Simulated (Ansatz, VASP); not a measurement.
**Two plane-wave programs on ZrB**

Contents of INCAR:

```
PREC = Accurate ; ENCUT = 520
EDIFF = 1E-6 ; ISMEAR = 0
SIGMA = 0.15 ; LREAL = F
LASPH = T ; NELM = 60
ALGO = Normal ; ISIF = 2
LWAVE = F ; LCHARG = F
NBANDS = 14
```

File KPOINTS:

```
regular mesh
0
Gamma
  20 20 20
```

Contents of POSCAR:

```
ZrB
1.0
    0.0000000000      2.3568532733      2.2625791424
    2.3568532733      0.0000000000      2.2625791424
    2.3568532733      2.3568532733      0.0000000000
Zr B
1 1
Direct
    0.0000000000      0.0000000000      0.0000000000
    0.5000000000      0.5000000000      0.5000000000
```

Input for Ansatz:

```yaml
crystal:
  lattice:
    - [0.0, 2.3568532733, 2.2625791424]
    - [2.3568532733, 0.0, 2.2625791424]
    - [2.3568532733, 2.3568532733, 0.0]
  atoms:
    - { symbol: Zr, position: [0.0, 0.0, 0.0] }
    - { symbol: B, position: [0.5, 0.5, 0.5] }
basis:
  ecutwfc: 420
kpoints:
  mp_grid: { grid: [20, 20, 20] }
hamiltonian:
  xc: lda
scf:
  occupations: { method: gaussian, width: 0.15 }
output:
  forces: true
  stress: true
  eigenvalues: true
```

Alike in both runs: task single point; functional LDA; k mesh 20 × 20 × 20; occupations gaussian, width 0.15 eV; no spin polarisation.

|  | VASP | Ansatz |
| --- | --- | --- |
| version | VASP 6.6.1 | Ansatz 0.2.0 |
| potentials or method | VASP PAW LDA potentials, release 64 (Zr_sv, B), cutoff 520 eV | scalar-relativistic, plane waves, PAW |
| valence electrons in the cell | 15 | 15 |

Ansatz gave:

```
gap on the k mesh at the Fermi level (eV)                     : none
pressure (GPa)                                                : 25.6
traceless stress, the component that is largest in VASP (GPa) : 12.82
```

Question: Estimate VASP's values.

Answer: gap on the k mesh at the Fermi level (eV): none; pressure (GPa): 26.1; traceless stress, the component that is largest in VASP (GPa): 12.82.

LDA's correlation is that of Perdew and Zunger in VASP and of Perdew and Wang (1992) in Ansatz. A gap of «none» marks a metal or a gap that the smearing closes.
